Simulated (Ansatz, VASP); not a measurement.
## RbBr: VASP beside Ansatz

Contents of INCAR:

```
SYSTEM = RbBr
PREC = Accurate
ENCUT = 500
EDIFF = 1E-7
ISMEAR = 0
SIGMA = 0.02
LREAL = .False.
LASPH = .True.
NELM = 120
ALGO = Normal
ISIF = 3
LWAVE = .False.
LCHARG = .False.
GGA = CA
IBRION = 2
NSW = 70
EDIFFG = -0.005
GGA_COMPAT = .False.
NELMIN = 4
```

The input KPOINTS:

```
Automatic mesh
0
Gamma
  6 6 6
  0 0 0
```

Contents of POSCAR:

```
RbBr
1.0
    4.1929010518      0.0000000000      0.0000000000
    0.0000000000      4.1929010518      0.0000000000
    0.0000000000      0.0000000000      4.1929010518
Rb Br
1 1
Direct
    0.0000000000      0.0000000000      0.0000000000
    0.5000000000      0.5000000000      0.5000000000
```

Input for Ansatz:

```yaml
crystal:
  lattice:
    - [4.1929010518, 0.0, 0.0]
    - [0.0, 4.1929010518, 0.0]
    - [0.0, 0.0, 4.1929010518]
  atoms:
    - { symbol: Rb, position: [0.0, 0.0, 0.0] }
    - { symbol: Br, position: [0.5, 0.5, 0.5] }
basis:
  ecutwfc: 420
kpoints:
  mp_grid: { grid: [6, 6, 6] }
hamiltonian:
  xc: lda
scf:
  occupations: { method: gaussian, width: 0.02 }
output:
  forces: true
  stress: true
  eigenvalues: true
relax:
  adjacent_minimum: "off"
  f_tol: 0.005
  max_steps: 50
  cell: { stress_tol: 0.05 }
```

Alike in both runs: task relaxation of cell and atoms; functional LDA; k mesh 6 × 6 × 6; occupations gaussian, width 0.02 eV; no spin polarisation.

```csv
,VASP,Ansatz
version,VASP 6.6.1,Ansatz 0.2.0
potentials or method,"VASP PAW LDA potentials, release 64 (Rb_sv, Br), cutoff 500 eV","scalar-relativistic, plane waves, PAW"
valence electrons in the cell,16,16
```

```csv
,VASP,Ansatz,Ansatz less VASP
"gap on the k mesh at the Fermi level, each at its own relaxed structure (eV)",4.11,4.11,+0.001
relaxed volume (Å³/atom),31.35,31.23,-0.120
relaxed cell length with the largest relative difference (Å),3.973,3.968,-0.0051
```

LDA's correlation is that of Perdew and Zunger in VASP and of Perdew and Wang (1992) in Ansatz.
